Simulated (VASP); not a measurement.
Na, 1 atom in the cell. Symmetry: Im-3m, No. 229, cubic system. The conventional cell has a = 4.282 Å, b = 4.282 Å, c = 4.282 Å, α = 90.00°, β = 90.00°, γ = 90.00°. Na (site symmetry m-3m) has 14 Na at 3.71 to 4.28 Å within 4.9 Å. 

| Item | Value |
| --- | --- |
| Program | VASP 6.6.1 |
| Task | relaxation of cell and atoms |
| Functional | PBE |
| Dispersion | D3(BJ) |
| Potentials or basis | VASP PAW PBE potentials, release 64 (Na_pv) |
| Cutoff | 600 eV |
| k mesh | 9 × 9 × 9 |
| Occupations | fermi-dirac, width 0.05 eV |
| Spin | no spin polarisation |
| Dipole correction | no |
| Further INCAR settings | ALGO = Normal; EDIFF = 1e-07; IBRION = 2; EDIFFG = -0.01; NSW = 60; ISIF = 3 |

Potentials or basis: VASP PAW PBE potentials, release 64 (Na_pv).

Run with:

```sh
$ cat potpaw_PBE.64/Na_pv/POTCAR > POTCAR
$ mpirun -np 1 vasp_std > vasp.out
```

Hardware: 1 thread of AMD EPYC 7R13 Processor (Zen 3) (shared host).

Question: How long does it take, and how much memory?

Answer: Wall time 24 s on 1 thread of AMD EPYC 7R13 Processor (Zen 3), with other jobs on the host, peak memory 0.14 GiB. Counts: scf iterations 26, k points 35, ion steps 3.
